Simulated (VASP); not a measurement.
MnO: single point with LDA+U

The system is MnO.

```
Mn O
1.0
     0.00000    2.22300    2.22300
     2.22300    0.00000    2.22300
     2.22300    2.22300    0.00000
Mn O
1 1
Direct
  0.00000 0.00000 0.00000
  0.50000 0.50000 0.50000
```

```
Program                : VASP 6.6.1
Task                   : single point
Functional             : LDA
Potentials or basis    : VASP PAW LDA potentials, release 64 (Mn_sv, O)
Cutoff                 : 600 eV
k mesh                 : 9 × 9 × 9
Occupations            : fermi-dirac, width 0.05 eV
Spin                   : collinear spin, ferromagnetic start
Starting moments       : [4.5, 0.0] μB
Hubbard terms          : Mn d U = 6.2 eV
Dipole correction      : no
Second run             : valence_matched
Further INCAR settings : ALGO = Normal; EDIFF = 1e-06; NBANDS = 22
```

| Item | Value |
| --- | --- |
| Pressure | -7.2 GPa |
| Band gap on the k mesh | 0.68 eV, indirect (least direct gap 2.76 eV) |
| Net moment | 5.00 μB per cell |
| Site moments | Mn +4.57; O +0.15 μB |
| Valence electrons inside the program's atomic spheres | Mn 12.93; O 4.98 |

Levels at points of the mesh, in eV from the valence-band top:
Spin up:
```
           k point  band 11  band 12  band 13  band 14  band 15  band 16
(0.00, 0.00, 0.00)    -2.44    -2.44    -2.44     0.68    14.91    16.32
```
Spin down:
```csv
k point,band 5,band 6,band 7,band 8,band 9,band 10,band 11,band 12
"(0.00, 0.00, 0.00)",-18.29,-2.07,-2.07,-2.07,1.74,3.93,3.93,3.93
```

Eigenvalues of the final occupation matrices:
```tsv
site	spin	trace	eigenvalues
site 1 d	1	4.69	0.92 0.92 0.92 0.96 0.96
site 1 d	2	0.13	0.01 0.01 0.01 0.05 0.05
```

Wall time 57 s on 1 thread of Intel(R) Xeon(R) Platinum 8259CL CPU @ 2.50GHz (Skylake/Cascade Lake) (shared host), peak memory 0.16 GiB.

Caveat: a cell with one magnetic atom can't hold antiferromagnetic order, which such compounds often take. The state reached can hang on the start; a lower one may exist.
